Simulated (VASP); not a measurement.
# SiO2 (P4_32_12) in VASP: a series of runs, part 2 of 2

VASP 6.6.1. Earlier steps stand in the parts before.

### 3 Single point, LDA (13.53 Å³/atom)

This run uses another cell than the first one, of 13.53 Å³/atom.

The input, INCAR:

```
PREC = Accurate ; ENCUT = 520
EDIFF = 1E-6 ; ISMEAR = 0
SIGMA = 0.02 ; LREAL = F
LASPH = T ; NELM = 80
ALGO = Normal ; ISIF = 2
LWAVE = F ; LCHARG = F
NBANDS = 44
```

The input, KPOINTS:

```
Automatic mesh
0
Gamma
  6 6 4
```

The input, POSCAR:

```
SiO2
1.0
    4.8941866307      0.0000000000      0.0000000000
    0.0000000000      4.8941866307      0.0000000000
    0.0000000000      0.0000000000      6.7804197796
Si O
4 8
Direct
    0.8095806964      0.8095806964      0.5000000000
    0.6904193036      0.3095806964      0.2500000000
    0.1904193036      0.1904193036      0.0000000000
    0.3095806964      0.6904193036      0.7500000000
    0.2649015938      0.3763359738      0.8116855182
    0.1236640262      0.7649015938      0.5616855182
    0.7350984062      0.6236640262      0.3116855182
    0.8763359738      0.2350984062      0.0616855182
    0.7649015938      0.1236640262      0.4383144818
    0.6236640262      0.7350984062      0.6883144818
    0.2350984062      0.8763359738      0.9383144818
    0.3763359738      0.2649015938      0.1883144818
```

Potentials or basis: VASP PAW LDA potentials, release 64 (Si, O).

On the command line:

```bash
> cat potpaw_LDA.64/Si/POTCAR potpaw_LDA.64/O/POTCAR > POTCAR
> mpirun -np 1 vasp_std > vasp.out
```

OUTCAR:

```text
PREC = Accurate
   ENCUT = 520
   EDIFF = 1E-6
   ISMEAR = 0
   LREAL = F
   LASPH = T
   NELM = 80
   ISIF = 2

 ion  position               nearest neighbor table
   1  0.810  0.810  0.500-   6 1.61   9 1.61   7 1.61  10 1.61   2 3.03   4 3.03   2 3.03   4 3.03

   2  0.690  0.310  0.250-   7 1.61  12 1.61   9 1.61   8 1.61   1 3.03   3 3.03   1 3.03   3 3.03

   3  0.190  0.190  0.000-   8 1.61  11 1.61   5 1.61  12 1.61   2 3.03   4 3.03   4 3.03   2 3.03

   4  0.310  0.690  0.750-   5 1.61  10 1.61   6 1.61  11 1.61   1 3.03   3 3.03   3 3.03   1 3.03

   5  0.265  0.376  0.812-   4 1.61   3 1.61
   6  0.124  0.765  0.562-   1 1.61   4 1.61
   7  0.735  0.624  0.312-   2 1.61   1 1.61
   8  0.876  0.235  0.062-   3 1.61   2 1.61
   9  0.765  0.124  0.438-   1 1.61   2 1.61
  10  0.624  0.735  0.688-   4 1.61   1 1.61
  11  0.235  0.876  0.938-   3 1.61   4 1.61
  12  0.376  0.265  0.188-   2 1.61   3 1.61

  LATTYP: Found a simple tetragonal cell.
 ALAT       =     4.8941866307
[... 217 lines left out ...]
      5     -16.7556      2.00000
      6     -16.7493      2.00000
[... 1117 lines left out ...]
     43      11.5382      0.00000
     44      11.5530      0.00000

 [... further k-points ...]

------------------------ aborting loop because EDIFF is reached ----------------------------------------

  FORCE on cell =-STRESS in cart. coord.  units (eV):
  Direction    XX          YY          ZZ          XY          YZ          ZX
  --------------------------------------------------------------------------------------
  -------------------------------------------------------------------------------------
  Total        1.1203123      1.1203123      0.9266527      0.0000000      0.0000000     -0.0000000
  in kB       11.0517753     11.0517753      9.1413416      0.0000000      0.0000000     -0.0000000
  external PRESSURE =      10.4149641 kB  Pullay stress =       0.0000000 kB

 VOLUME and BASIS-vectors are now :
 -----------------------------------------------------------------------------
  energy-cutoff  :      520.00
  volume of cell :      162.41
      direct lattice vectors                 reciprocal lattice vectors
     4.894186631  0.000000000  0.000000000     0.204324043  0.000000000  0.000000000
     0.000000000  4.894186631  0.000000000     0.000000000  0.204324043  0.000000000
     0.000000000  0.000000000  6.780419780     0.000000000  0.000000000  0.147483494

 POSITION                                       TOTAL-FORCE (eV/Angst)
 -----------------------------------------------------------------------------------
      3.96224      3.96224      3.39021         0.018446      0.018446     -0.000000
      3.37904      1.51515      1.69510        -0.018446      0.018446     -0.000000
      0.93195      0.93195      0.00000        -0.018446     -0.018446     -0.000000
      1.51515      3.37904      5.08531         0.018446     -0.018446     -0.000000
      1.29648      1.84186      5.50357         0.001463     -0.029025     -0.013125
      0.60523      3.74357      3.80846         0.029025      0.001463     -0.013125
      3.59771      3.05233      2.11336        -0.001463      0.029025     -0.013125
      4.28895      1.15062      0.41825        -0.029025     -0.001463     -0.013125
      3.74357      0.60523      2.97196         0.001463      0.029025      0.013125
      3.05233      3.59771      4.66706         0.029025     -0.001463      0.013125
      1.15062      4.28895      6.36217        -0.001463     -0.029025      0.013125
      1.84186      1.29648      1.27685        -0.029025      0.001463      0.013125
 -----------------------------------------------------------------------------------
    total drift:                                0.000000     -0.000000     -0.000000

  FREE ENERGIE OF THE ION-ELECTRON SYSTEM (eV)
  ---------------------------------------------------
  free  energy   TOTEN  =      -103.7285623169 eV

  energy  without entropy=     -103.7285623169  energy(sigma->0) =     -103.72856232
```

OSZICAR:

```text
N       E                     dE             d eps       ncg     rms          rms(c)
DAV:   1     0.379413657250E+03    0.37941E+03   -0.33227E+04  2640   0.134E+03
DAV:   2    -0.889923435399E+02   -0.46841E+03   -0.45470E+03  3332   0.311E+02
DAV:   3    -0.116776509311E+03   -0.27784E+02   -0.27661E+02  3256   0.801E+01
DAV:   4    -0.117126708163E+03   -0.35020E+00   -0.34962E+00  3288   0.998E+00
DAV:   5    -0.117132840676E+03   -0.61325E-02   -0.61281E-02  3248   0.128E+00    0.302E+01
DAV:   6    -0.104074314302E+03    0.13059E+02   -0.50124E+01  3076   0.325E+01    0.151E+01
DAV:   7    -0.103864807205E+03    0.20951E+00   -0.14504E+00  3152   0.511E+00    0.523E+00
DAV:   8    -0.103747701271E+03    0.11711E+00   -0.77065E-02  3192   0.166E+00    0.201E+00
DAV:   9    -0.103727875029E+03    0.19826E-01   -0.28086E-02  3328   0.102E+00    0.300E-01
DAV:  10    -0.103728620660E+03   -0.74563E-03   -0.31077E-03  3148   0.275E-01    0.112E-01
DAV:  11    -0.103728559172E+03    0.61488E-04   -0.70161E-04  3180   0.139E-01    0.187E-02
DAV:  12    -0.103728562117E+03   -0.29447E-05   -0.20568E-05  3144   0.207E-02    0.840E-03
DAV:  13    -0.103728562317E+03   -0.19982E-06   -0.56912E-06  2924   0.113E-02
   1 F= -.10372856E+03 E0= -.10372856E+03  d E =-.444886E-17
```

stdout:

```text
POSCAR found type information on POSCAR SiO
 POSCAR found :  2 types and      12 ions
 scaLAPACK will be used
 LDA part: xc-table for (Slater(with rela. corr.)+CA(PZ))
 , standard interpolation
 POSCAR, INCAR and KPOINTS ok, starting setup
 FFT: planning ... GRIDC
 FFT: planning ... GRID_SOFT
 FFT: planning ... GRID
 WAVECAR not read
 entering main loop
```

Wall time 4.7 min (1 thread of Intel Xeon 8259CL, shared host); peak memory 0.29 GiB.

Results:

* Free energy: -103.7286 eV
* Pressure: 1.0 GPa
* Largest force: 0.032 eV/Å
* Band gap on the k mesh: 5.61 eV

Forces in eV/Å, atoms in the order of the input:
```
Si   0.018  0.018  0.000
Si  -0.018  0.018  0.000
Si  -0.018 -0.018  0.000
Si   0.018 -0.018  0.000
O    0.001 -0.029 -0.013
O    0.029  0.001 -0.013
O   -0.001  0.029 -0.013
O   -0.029 -0.001 -0.013
O    0.001  0.029  0.013
O    0.029 -0.001  0.013
O   -0.001 -0.029  0.013
O   -0.029  0.001  0.013
```

Levels at points of the mesh, in eV from the valence-band top:
```csv
k point,band 30,band 31,band 32,band 33,band 34,band 35
"(0.00, 0.00, 0.00)",-0.36,-0.36,0.00,5.61,8.64,8.64
"(0.50, 0.00, 0.00)",-0.68,-0.51,-0.51,7.71,7.71,9.04
"(0.50, 0.50, 0.00)",-0.59,-0.52,-0.52,8.60,8.60,8.72
"(0.00, 0.00, 0.50)",-0.59,-0.39,-0.39,6.94,6.94,9.12
"(0.50, 0.00, 0.50)",-0.93,-0.20,-0.20,8.10,8.10,8.93
"(0.50, 0.50, 0.50)",-0.57,-0.57,-0.57,9.08,9.08,9.08
```

### 4 Single point, LDA

This run uses another cell than the first one, of 13.95 Å³/atom.

The input, INCAR:

```
SYSTEM = SiO2
ALGO = Normal
EDIFF = 1E-7
ENCUT = 520
GGA = CA
ISIF = 2
ISMEAR = 0
LASPH = .True.
LCHARG = .False.
LREAL = .False.
LWAVE = .False.
NBANDS = 44
NELM = 100
PREC = Accurate
SIGMA = 0.02
```

The input, KPOINTS:

```
k-points
0
Gamma
  6 6 4
  0 0 0
```

The input, POSCAR:

```
SiO2
1.0
    4.9405297249      0.0000000000      0.0000000000
    0.0000000000      4.9405297249      0.0000000000
    0.0000000000      0.0000000000      6.8596011958
Si O
4 8
Direct
    0.8048597421      0.8048597421      0.5000000000
    0.6951402579      0.3048597421      0.2500000000
    0.1951402579      0.1951402579      0.0000000000
    0.3048597421      0.6951402579      0.7500000000
    0.2628906955      0.3857667419      0.8162028578
    0.1142332581      0.7628906955      0.5662028578
    0.7371093045      0.6142332581      0.3162028578
    0.8857667419      0.2371093045      0.0662028578
    0.7628906955      0.1142332581      0.4337971422
    0.6142332581      0.7371093045      0.6837971422
    0.2371093045      0.8857667419      0.9337971422
    0.3857667419      0.2628906955      0.1837971422
```

On the command line:

```bash
> cat potpaw_LDA.64/Si/POTCAR potpaw_LDA.64/O/POTCAR > POTCAR
> mpirun -np 1 vasp_std > vasp.out
```

It took 5.9 min on 1 thread of Intel Xeon 8259CL, shared host; peak memory 0.31 GiB.

Results (log left out):

```yaml
Free_energy: -103.7443 eV
Pressure: 0.6 GPa
Largest_force: 0.027 eV/Å
Band_gap_on_the_k_mesh: 5.56 eV
```

Forces on the atoms (eV/Å):
```
Si   0.019  0.019  0.000
Si  -0.019  0.019  0.000
Si  -0.019 -0.019  0.000
Si   0.019 -0.019  0.000
O    0.003 -0.018 -0.019
O    0.018  0.003 -0.019
O   -0.003  0.018 -0.019
O   -0.018 -0.003 -0.019
O    0.003  0.018  0.019
O    0.018 -0.003  0.019
O   -0.003 -0.018  0.019
O   -0.018  0.003  0.019
```

Levels at points of the mesh, in eV from the valence-band top:
```tsv
k point	band 29	band 30	band 31	band 32	band 33	band 34	band 35	band 36
(0.00, 0.00, 0.00)	-0.69	-0.32	-0.32	0.00	5.56	8.61	8.61	9.16
(0.50, 0.00, 0.00)	-0.66	-0.66	-0.50	-0.50	7.63	7.63	9.02	9.02
(0.50, 0.50, 0.00)	-0.60	-0.60	-0.54	-0.54	8.54	8.54	8.69	8.69
(0.00, 0.00, 0.50)	-0.56	-0.56	-0.39	-0.39	6.84	6.84	9.16	9.16
(0.50, 0.00, 0.50)	-0.94	-0.94	-0.19	-0.19	8.01	8.01	8.79	8.79
(0.50, 0.50, 0.50)	-0.61	-0.61	-0.61	-0.61	9.04	9.04	9.04	9.04
```

A k mesh can miss the band edges.

### 5 Single point, LDA

This run uses another cell than the first one, of 13.95 Å³/atom.

The input, INCAR:

```
PREC = Accurate
ENCUT = 520
EDIFF = 1E-6
ISMEAR = 0
SIGMA = 0.02
LREAL = F
LASPH = T
NELM = 80
ALGO = Normal
ISIF = 2
LWAVE = F
LCHARG = T
GGA = CA
LELF = T
LVHAR = T
NBANDS = 44
```

The input, KPOINTS:

```
Automatic mesh
0
Gamma
  6 6 4
```

POSCAR is that of step 4.

On the command line:

```bash
> cat potpaw_LDA.64/Si/POTCAR potpaw_LDA.64/O/POTCAR > POTCAR
> mpirun -np 1 vasp_std > vasp.out
```

Wall time 4.6 min (1 thread of Intel Xeon 8259CL, shared host); peak memory 0.31 GiB.

Results (log left out):

| Property | Result |
| --- | --- |
| Free energy | -103.7443 eV |
| Pressure | 0.6 GPa |
| Largest force | 0.028 eV/Å |
| Band gap on the k mesh | 5.56 eV |

Forces in eV/Å, atoms in the order of the input:
```
Si   0.019  0.019  0.000
Si  -0.019  0.019  0.000
Si  -0.019 -0.019  0.000
Si   0.019 -0.019  0.000
O    0.003 -0.018 -0.020
O    0.018  0.003 -0.020
O   -0.003  0.018 -0.020
O   -0.018 -0.003 -0.020
O    0.003  0.018  0.020
O    0.018 -0.003  0.020
O   -0.003 -0.018  0.020
O   -0.018  0.003  0.020
```

Levels at points of the mesh, in eV from the valence-band top:
| k point | band 30 | band 31 | band 32 | band 33 | band 34 | band 35 |
| --- | --- | --- | --- | --- | --- | --- |
| (0.00, 0.00, 0.00) | -0.32 | -0.32 | 0.00 | 5.56 | 8.61 | 8.61 |
| (0.50, 0.00, 0.00) | -0.66 | -0.50 | -0.50 | 7.63 | 7.63 | 9.02 |
| (0.50, 0.50, 0.00) | -0.60 | -0.54 | -0.54 | 8.54 | 8.54 | 8.69 |
| (0.00, 0.00, 0.50) | -0.56 | -0.39 | -0.39 | 6.84 | 6.84 | 9.16 |
| (0.50, 0.00, 0.50) | -0.94 | -0.19 | -0.19 | 8.01 | 8.01 | 8.79 |
| (0.50, 0.50, 0.50) | -0.61 | -0.61 | -0.61 | 9.04 | 9.04 | 9.04 |

### 6 The runs side by side

| cell | gap on the mesh (eV) | pressure (GPa) | largest force (eV/Å) |
| --- | --- | --- | --- |
| a = 4.849, b = 4.849, c = 6.693 Å, 12 atoms, atomic positions A | 5.67 | 1.5 | 0.04 |
| a = 4.894, b = 4.894, c = 6.780 Å, 12 atoms, atomic positions B | 5.61 | 1.0 | 0.03 |
| a = 4.941, b = 4.941, c = 6.860 Å, 12 atoms, atomic positions C | 5.56 | 0.6 | 0.03 |

Alike in all rows: task single point; level LDA; potentials or basis VASP PAW LDA potentials, release 64 (Si, O); no spin polarisation; k mesh 6 × 6 × 4; cutoff (eV) 520; smearing gaussian 0.02 eV.

Total energies depend on the potentials used, so only differences within one code and one set of settings carry meaning.
